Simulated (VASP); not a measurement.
# CsI (Pm-3m) in VASP: notebook

Runs on CsI. Level: PBE. Tasks: single point.

Program: VASP 6.6.1. These are calculated values, not measurements. Logs are shortened: lines on timing, memory, paths and dates and some standing lists are left out, and cuts for length are marked.

## Step 1: The cell of the first run

The structure is cubic, space group Pm-3m (No. 221). Conventional cell: a = 4.536 Å, b = 4.536 Å, c = 4.536 Å, α = 90.00°, β = 90.00°, γ = 90.00°. Cs (site symmetry m-3m) has 8 I at 3.93 Å and 6 Cs at 4.54 Å within 5.2 Å. I (site symmetry m-3m) has 8 Cs at 3.93 Å and 6 I at 4.54 Å within 5.2 Å.

## Step 2: Single point, PBE

File INCAR:

```
ALGO = Normal
EDIFF = 1E-6
ENCUT = 500
GGA = PE
GGA_COMPAT = F
ISIF = 2
ISMEAR = 0
LASPH = T
LCHARG = F
LREAL = F
LWAVE = F
NBANDS = 15
NELM = 120
PREC = Accurate
SIGMA = 0.01
```

File KPOINTS:

```
k-points
0
Gamma
  4 4 4
```

File POSCAR:

```
CsI
1.0
    4.5360500832      0.0000000000      0.0000000000
    0.0000000000      4.5360500832      0.0000000000
    0.0000000000      0.0000000000      4.5360500832
Cs I
1 1
Direct
    0.0000000000      0.0000000000      0.0000000000
    0.5000000000      0.5000000000      0.5000000000
```

Potentials or basis: VASP PAW PBE potentials, release 64 (Cs_sv, I).

Command:

```
cat potpaw_PBE.64/Cs_sv/POTCAR potpaw_PBE.64/I/POTCAR > POTCAR
mpirun -np 1 vasp_std > vasp.out
```

OUTCAR:

```text
EDIFF = 1E-6
   ENCUT = 500
   GGA = PE
   ISIF = 2
   ISMEAR = 0
   LASPH = T
   LREAL = F
   NELM = 120
   PREC = Accurate

 ion  position               nearest neighbor table
   1  0.000  0.000  0.000-
   2  0.500  0.500  0.500-

  LATTYP: Found a simple cubic cell.
 ALAT       =     4.5360500832

  Lattice vectors:

 A1 = (   4.5360500832,   0.0000000000,   0.0000000000)
 A2 = (   0.0000000000,   4.5360500832,   0.0000000000)
 A3 = (   0.0000000000,   0.0000000000,   4.5360500832)

Analysis of symmetry for initial positions (statically):
=====================================================================
 Subroutine PRICEL returns:
 Original cell was already a primitive cell.

 Routine SETGRP: Setting up the symmetry group for a
 simple cubic supercell.

 Subroutine GETGRP returns: Found 48 space group operations
 (whereof 48 operations were pure point group operations)
 out of a pool of 48 trial point group operations.

The static configuration has the point symmetry O_h .

Analysis of symmetry for dynamics (positions and initial velocities):
=====================================================================
 Subroutine PRICEL returns:
 Original cell was already a primitive cell.

 Routine SETGRP: Setting up the symmetry group for a
 simple cubic supercell.

 Subroutine GETGRP returns: Found 48 space group operations
 (whereof 48 operations were pure point group operations)
 out of a pool of 48 trial point group operations.

The dynamic configuration has the point symmetry O_h .

 Subroutine INISYM returns: Found 48 space group operations
 (whereof 48 operations are pure point group operations),
 and found     1 'primitive' translations

----------------------------------------------------------------------------------------

                                     Primitive cell

  volume of cell :      93.3326

  direct lattice vectors                    reciprocal lattice vectors
     4.536050083  0.000000000  0.000000000     0.220456120  0.000000000  0.000000000
     0.000000000  4.536050083  0.000000000     0.000000000  0.220456120  0.000000000
     0.000000000  0.000000000  4.536050083     0.000000000  0.000000000  0.220456120

  length of vectors
     4.536050083  4.536050083  4.536050083     0.220456120  0.220456120  0.220456120

  position of ions in fractional coordinates (direct lattice)
     0.000000000  0.000000000  0.000000000
     0.500000000  0.500000000  0.500000000

  ion indices of the primitive-cell ions
   primitive index   ion index
                 1           1
                 2           2

----------------------------------------------------------------------------------------

 KPOINTS: k-points

Automatic generation of k-mesh.
 Grid dimensions read from file:
 generate k-points for:    4    4    4

 Generating k-lattice:

  Cartesian coordinates                     Fractional coordinates (reciprocal lattice)
     0.055114030  0.000000000  0.000000000     0.250000000  0.000000000  0.000000000
     0.000000000  0.055114030  0.000000000     0.000000000  0.250000000  0.000000000
     0.000000000  0.000000000  0.055114030     0.000000000  0.000000000  0.250000000

  Length of vectors
     0.055114030  0.055114030  0.055114030

  Shift w.r.t. Gamma in fractional coordinates (k-lattice)
     0.000000000  0.000000000  0.000000000

 Subroutine IBZKPT returns following result:
 ===========================================

 Found     10 irreducible k-points:

 Following reciprocal coordinates:
            Coordinates               Weight
  0.000000  0.000000  0.000000      1.000000
  0.250000  0.000000  0.000000      6.000000
  0.500000  0.000000  0.000000      3.000000
  0.250000  0.250000  0.000000     12.000000
  0.500000  0.250000  0.000000     12.000000
  0.500000  0.500000  0.000000      3.000000
  0.250000  0.250000  0.250000      8.000000
  0.500000  0.250000  0.250000     12.000000
  0.500000  0.500000  0.250000      6.000000
  0.500000  0.500000  0.500000      1.000000
   k-points           NKPTS =     10   k-points in BZ     NKDIM =     10   number of bands    NBANDS=     15
   number of dos      NEDOS =    301   number of ions     NIONS =      2
   total plane-waves  NPLWV =  46656
   dimension x,y,z NGX =    36 NGY =   36 NGZ =   36
   dimension x,y,z NGXF=    72 NGYF=   72 NGZF=   72
   ions per type =               1   1
   NGX,Y,Z   is equivalent  to a cutoff of  13.19, 13.19, 13.19 a.u.
   NGXF,Y,Z  is equivalent  to a cutoff of  26.39, 26.39, 26.39 a.u.
 SYSTEM =  unknown system
   PREC   = accura    normal or accurate (medium, high low for compatibility)
   ISTART =      0    job   : 0-new  1-cont  2-samecut
   ICHARG =      2    charge: 1-file 2-atom 10-const
   ISPIN  =      1    spin polarized calculation?
   LNONCOLLINEAR =      F non collinear calculations
   LSORBIT =      F    spin-orbit coupling
   LASPH  =      T    aspherical Exc in radial PAW
   ENCUT  =  500.0 eV  36.75 Ry    6.06 a.u.   8.27  8.27  8.27*2*pi/ulx,y,z
   NELM   =    120;   NELMIN=  2; NELMDL= -5     # of ELM steps
   EDIFF  = 0.1E-05   stopping-criterion for ELM
   LREAL  =      F    real-space projection
   EDIFFG = 0.1E-04   stopping-criterion for IOM
   NSW    =      0    number of steps for IOM
   IBRION =     -1    ionic relax: 0-MD 1-quasi-New 2-CG
   NFREE  =      0    steps in history (QN), initial steepest desc. (CG)
   ISIF   =      2    stress and relaxation
   ISYM   =      2    0-nonsym 1-usesym 2-fastsym
   POTIM  = 0.5000    time-step for ionic-motion
   TEBEG  =    0.0;   TEEND  =   0.0 temperature during run
   PSTRESS=    0.0 pullay stress
   NELECT =      16.0000    total number of electrons
   NUPDOWN=      -1.0000    fix difference up-down
   EMIN   =  10.00;   EMAX   =-10.00  energy-range for DOS
   EFERMI =   0.00;   METHOD = LEGACY
   ISMEAR =     0;   SIGMA  =   0.01  broadening in eV -4-tet -1-fermi 0-gaus
   EFERMI_NEDOS =   21; number of points for ismear=-14 and -15
   IALGO  =     38    algorithm
   IMIX   =      4    mixing-type and parameters
     AMIX     =   0.40;   BMIX     =  1.00
     AMIX_MAG =   1.60;   BMIX_MAG =  1.00
  volume/ion in A,a.u.               =      46.67       314.92
  Fermi-wavevector in a.u.,A,eV,Ry     =   0.909432  1.718578 11.252928  0.827067
  Thomas-Fermi vector in A             =   2.033476
   LORBIT       =      0    0 simple, 1 ext, 2 COOP (PROOUT), +10 PAW based schemes
   GGA     = PE    functional components
   LHFCALC =     F    Hartree Fock is set to
   AEXX    =    0.0000 exact exchange contribution
   IVDW    =     0    specifies the selected vdW correction
   LEPSILON=     F    determine dielectric tensor
   LRPA    =     F    only Hartree local field effects (RPA)
 non-spin polarized calculation
 Gauss-broadening in eV      SIGMA  =   0.01
  energy-cutoff  :      500.00
  volume of cell :       93.33
 maximum number of plane-waves:      2392
 NGX is ok and might be reduce to    36
   NGX = 17   NGY = 17   NGZ = 17

 number of electron      16.0000002 magnetization

 Free energy of the ion-electron system (eV)
  ---------------------------------------------------
  ext. energy  EPLUGINS =         0.00000000
  ---------------------------------------------------
  free energy    TOTEN  =        -5.41324920 eV

  energy without entropy =       -5.41324920  energy(sigma->0) =       -5.41324920

 E-fermi :   1.0496     XC(G=0):  -7.8544

 val. band max:        0.9381942641   @ k =   0.5000   0.5000   0.0000
 cond. band min:       4.8800326082   @ k =   0.0000   0.0000   0.0000
 fundamental gap:      3.9418383442
 Fermi energy:         1.0495928139

 k-point     1 :       0.0000    0.0000    0.0000
  band No.  band energies     occupation
      1     -19.4320      2.00000
      2      -9.7505      2.00000
      3      -6.1298      2.00000
      4      -6.1298      2.00000
      5      -6.1298      2.00000
      6       0.8527      2.00000
      7       0.8527      2.00000
      8       0.8527      2.00000
      9       4.8800      0.00000
     10       5.0849      0.00000
     11       5.0849      0.00000
     12       8.7390      0.00000
     13       8.7390      0.00000
     14       8.7390      0.00000
     15      11.1902      0.00000

 k-point     2 :       0.2500    0.0000    0.0000
  band No.  band energies     occupation
      1     -19.4185      2.00000
      2      -9.7583      2.00000
      3      -6.2066      2.00000
      4      -6.0956      2.00000
      5      -6.0956      2.00000
      6      -0.0301      2.00000
      7       0.7695      2.00000
      8       0.7695      2.00000
      9       5.4579      0.00000
     10       5.9939      0.00000
     11       6.4119      0.00000
     12       8.6449      0.00000
     13       8.6449      0.00000
     14       9.0132      0.00000
     15       9.1946      0.00000

 k-point     3 :       0.5000    0.0000    0.0000
  band No.  band energies     occupation
      1     -19.4049      2.00000
      2      -9.7699      2.00000
      3      -6.2651      2.00000
      4      -6.0607      2.00000
      5      -6.0607      2.00000
      6      -0.6727      2.00000
      7       0.6828      2.00000
      8       0.6828      2.00000
      9       6.1255      0.00000
     10       7.5110      0.00000
     11       7.7409      0.00000
     12       7.7588      0.00000
     13       8.9043      0.00000
     14       8.9043      0.00000
     15       9.4020      0.00000
[... 91 lines left out ...]
 k-point     9 :       0.5000    0.5000    0.2500
  band No.  band energies     occupation
      1     -19.3692      2.00000
      2      -9.5173      2.00000
      3      -6.4579      2.00000
      4      -6.4579      2.00000
      5      -6.2133      2.00000
      6      -0.1841      2.00000
      7      -0.1841      2.00000
      8       0.1592      2.00000
      9       6.3173      0.00000
     10       7.3752      0.00000
     11       7.3935      0.00000
     12       7.3935      0.00000
     13      10.0750      0.00000
     14      10.0750      0.00000
     15      10.7510      0.00000

 k-point    10 :       0.5000    0.5000    0.5000
  band No.  band energies     occupation
      1     -19.3577      2.00000
      2      -9.4601      2.00000
      3      -6.3952      2.00000
      4      -6.3952      2.00000
      5      -6.3952      2.00000
      6      -0.4219      2.00000
      7      -0.4219      2.00000
      8      -0.4219      2.00000
      9       8.1764      0.00000
     10       8.1764      0.00000
     11       8.1764      0.00000
     12       8.8911      0.00000
     13       8.8911      0.00000
     14       8.8911      0.00000
     15      10.8312      0.00000

------------------------ aborting loop because EDIFF is reached ----------------------------------------

  FORCE on cell =-STRESS in cart. coord.  units (eV):
  Direction    XX          YY          ZZ          XY          YZ          ZX
  --------------------------------------------------------------------------------------
  -------------------------------------------------------------------------------------
  Total        0.6400352      0.6400352      0.6400352      0.0000000      0.0000000      0.0000000
  in kB       10.9870450     10.9870450     10.9870450      0.0000000      0.0000000      0.0000000
  external PRESSURE =      10.9870450 kB  Pullay stress =       0.0000000 kB

 VOLUME and BASIS-vectors are now :
 -----------------------------------------------------------------------------
  energy-cutoff  :      500.00
  volume of cell :       93.33
      direct lattice vectors                 reciprocal lattice vectors
     4.536050083  0.000000000  0.000000000     0.220456120  0.000000000  0.000000000
     0.000000000  4.536050083  0.000000000     0.000000000  0.220456120  0.000000000
     0.000000000  0.000000000  4.536050083     0.000000000  0.000000000  0.220456120

 POSITION                                       TOTAL-FORCE (eV/Angst)
 -----------------------------------------------------------------------------------
      0.00000      0.00000      0.00000         0.000000      0.000000      0.000000
      2.26803      2.26803      2.26803         0.000000      0.000000      0.000000
 -----------------------------------------------------------------------------------
    total drift:                               -0.000000      0.000000      0.000000

  FREE ENERGIE OF THE ION-ELECTRON SYSTEM (eV)
  ---------------------------------------------------
  free  energy   TOTEN  =        -5.4132492048 eV

  energy  without entropy=       -5.4132492048  energy(sigma->0) =       -5.41324920
```

It took 11 s on 1 thread of Intel Xeon 6975P-C (Granite Rapids), shared host; peak memory 0.2 GiB.

What came out:

* Free energy: -5.4132 eV
* Pressure: 1.1 GPa
* Band gap on the k mesh: 3.94 eV (least direct gap 4.03 eV)

Caveat: spin-orbit coupling is left out, which moves the levels of the heavy elements. PBE gaps usually lie below the measured ones, often by a third to a half.

## Step 3: Single point, PBE

This run uses another cell than the first one, of 48.09 Å³/atom.

File INCAR:

```
SYSTEM = CsI
  PREC = Accurate
  ENCUT = 500
  EDIFF = 1E-6
  ISMEAR = 0
  SIGMA = 0.01
  LREAL = .False.
  LASPH = .True.
  NELM = 120
  ALGO = Normal
  ISIF = 2
  LWAVE = .False.
  LCHARG = .True.
  GGA = PE
  LELF = .True.
  LVHAR = .True.
  NBANDS = 15
  GGA_COMPAT = .False.
```

File KPOINTS:

```
regular mesh
0
Gamma
  4 4 4
  0 0 0
```

File POSCAR:

```
CsI
1.0
    4.5818718723      0.0000000000      0.0000000000
    0.0000000000      4.5818718723      0.0000000000
    0.0000000000      0.0000000000      4.5818718723
Cs I
1 1
Direct
    0.0000000000      0.0000000000      0.0000000000
    0.5000000000      0.5000000000      0.5000000000
```

Potentials or basis: VASP PAW PBE potentials, release 64 (Cs_sv, I).

Command:

```
cat potpaw_PBE.64/Cs_sv/POTCAR potpaw_PBE.64/I/POTCAR > POTCAR
mpirun -np 1 vasp_std > vasp.out
```

It took 9.8 s on 1 thread of Intel Xeon 6975P-C (Granite Rapids), shared host; peak memory 0.2 GiB.

It converged, with:

- Free energy: -5.4291 eV
- Pressure: 0.7 GPa
- Band gap on the k mesh: 3.84 eV (least direct gap 3.93 eV)

Levels at points of the mesh, in eV from the valence-band top:
```
           k point  band 5  band 6  band 7  band 8  band 9  band 10  band 11  band 12
(0.00, 0.00, 0.00)   -7.11   -0.09   -0.09   -0.09    3.84     4.19     4.19     7.74
(0.50, 0.00, 0.00)   -7.05   -1.54   -0.24   -0.24    5.20     6.44     6.68     6.82
(0.50, 0.50, 0.00)   -7.01   -0.85   -0.85    0.00    4.24     4.92     6.09     6.09
(0.50, 0.50, 0.50)   -7.35   -1.28   -1.28   -1.28    7.14     7.14     7.14     7.81
```

Caveat: spin-orbit coupling is left out, which moves the levels of the heavy elements. A k mesh can miss the band edges.

## Step 4: Single point, PBE

This run uses another cell than the first one, of 49.52 Å³/atom.

File INCAR:

```
  PREC = Accurate
  ENCUT = 500
  EDIFF = 1E-6
  ISMEAR = 0
  SIGMA = 0.01
  LREAL = False
  LASPH = True
  NELM = 120
  ALGO = Normal
  ISIF = 2
  LWAVE = False
  LCHARG = False
  GGA = PE
  NBANDS = 15
  GGA_COMPAT = False
```

File KPOINTS:

```
Automatic mesh
0
Gamma
  4 4 4
```

File POSCAR:

```
CsI
1.0
    4.6267950494      0.0000000000      0.0000000000
    0.0000000000      4.6267950494      0.0000000000
    0.0000000000      0.0000000000      4.6267950494
Cs I
1 1
Direct
    0.0000000000      0.0000000000      0.0000000000
    0.5000000000      0.5000000000      0.5000000000
```

Command:

```
cat potpaw_PBE.64/Cs_sv/POTCAR potpaw_PBE.64/I/POTCAR > POTCAR
mpirun -np 1 vasp_std > vasp.out
```

Wall time 9.8 s (1 thread of Intel Xeon 6975P-C (Granite Rapids), shared host); peak memory 0.2 GiB.

Results (log left out):

* Free energy: -5.4379 eV
* Pressure: 0.3 GPa
* Band gap on the k mesh: 3.75 eV (least direct gap 3.84 eV)

Levels at points of the mesh, in eV from the valence-band top:
| k point | band 4 | band 5 | band 6 | band 7 | band 8 | band 9 | band 10 | band 11 | band 12 | band 13 |
| --- | --- | --- | --- | --- | --- | --- | --- | --- | --- | --- |
| (0.00, 0.00, 0.00) | -7.15 | -7.15 | -0.09 | -0.09 | -0.09 | 3.75 | 4.23 | 4.23 | 7.67 | 7.67 |
| (0.50, 0.00, 0.00) | -7.10 | -7.10 | -1.47 | -0.22 | -0.22 | 5.21 | 6.32 | 6.55 | 6.84 | 7.77 |
| (0.50, 0.50, 0.00) | -7.47 | -7.06 | -0.83 | -0.83 | 0.00 | 4.24 | 4.90 | 6.08 | 6.08 | 9.34 |
| (0.50, 0.50, 0.50) | -7.38 | -7.38 | -1.22 | -1.22 | -1.22 | 7.05 | 7.05 | 7.05 | 7.68 | 7.68 |

Caveat: spin-orbit coupling is left out, which moves the levels of the heavy elements. PBE gaps usually lie below the measured ones, often by a third to a half.

(Continued in part 2 of 2.)
